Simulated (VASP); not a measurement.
A run of VASP 6.6.1:

The input INCAR:

```
PREC = Accurate ; ENCUT = 520
EDIFF = 1E-6 ; ISMEAR = 0
SIGMA = 0.1 ; LREAL = False
LASPH = True ; NELM = 100
ALGO = Normal ; ISIF = 2
LWAVE = False ; LCHARG = True
GGA = PE ; LELF = True
LVHAR = True ; NBANDS = 29
```

The input KPOINTS:

```
regular mesh
0
Gamma
  4 4 4
```

The input POSCAR:

```
Zr3SbH
1.0
    4.4620628726      0.0000000000      0.0000000000
    0.0000000000      4.4620628726      0.0000000000
    0.0000000000      0.0000000000      4.4620628726
Zr Sb H
3 1 1
Direct
    0.0000000000      0.5000000000      0.5000000000
    0.5000000000      0.0000000000      0.5000000000
    0.5000000000      0.5000000000      0.0000000000
    0.0000000000      0.0000000000      0.0000000000
    0.5000000000      0.5000000000      0.5000000000
```

Potentials or basis: VASP PAW PBE potentials, release 64 (Zr_sv, Sb, H).

Run with:

```console
$ cat potpaw_PBE.64/Zr_sv/POTCAR potpaw_PBE.64/Sb/POTCAR potpaw_PBE.64/H/POTCAR > POTCAR
$ mpirun -np 1 vasp_std > vasp.out
```

Hardware: 1 thread of Intel(R) Xeon(R) Platinum 8375C CPU @ 2.90GHz (Ice Lake) (shared host).

Q: How long does it take, and how much memory?

A: It took 31 s on 1 thread of Intel(R) Xeon(R) Platinum 8375C CPU @ 2.90GHz (Ice Lake), on a shared host, peak memory 0.21 GiB. Counts: scf iterations 13, k points 10.
